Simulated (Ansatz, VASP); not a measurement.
C in VASP and in Ansatz

```
C
1.0
     1.40735   -2.58988    0.00000
     1.40735    2.58988    0.00000
     0.00000    0.00000    2.65390
C
3
Cartesian
  0.7037 1.2949 0.0000
  0.7037 -1.2949 0.0000
  1.4074 0.0000 1.3270
```

Alike in both runs: functional PBE; k mesh 18 × 18 × 18; occupations gaussian, width 0.1 eV; no spin polarisation.

Ansatz relaxed the structure, and its values are those at the end. VASP's run is a single point on that final structure, the one shown.

|  | VASP | Ansatz |
| --- | --- | --- |
| version | VASP 6.6.1 | Ansatz 0.2.0 |
| potentials or method | VASP PAW PBE potentials, release 64 (C), cutoff 520 eV | scalar-relativistic, plane waves, PAW |
| valence electrons in the cell | 12 | 12 |

VASP gave:

- gap on the k mesh at the Fermi level (eV): none
- pressure (GPa): 0.2

Problem. What did Ansatz give for the same quantities?

Solution. gap on the k mesh at the Fermi level (eV): none; pressure (GPa): 0.0.

A gap of «none» marks a metal or a gap that the smearing closes.
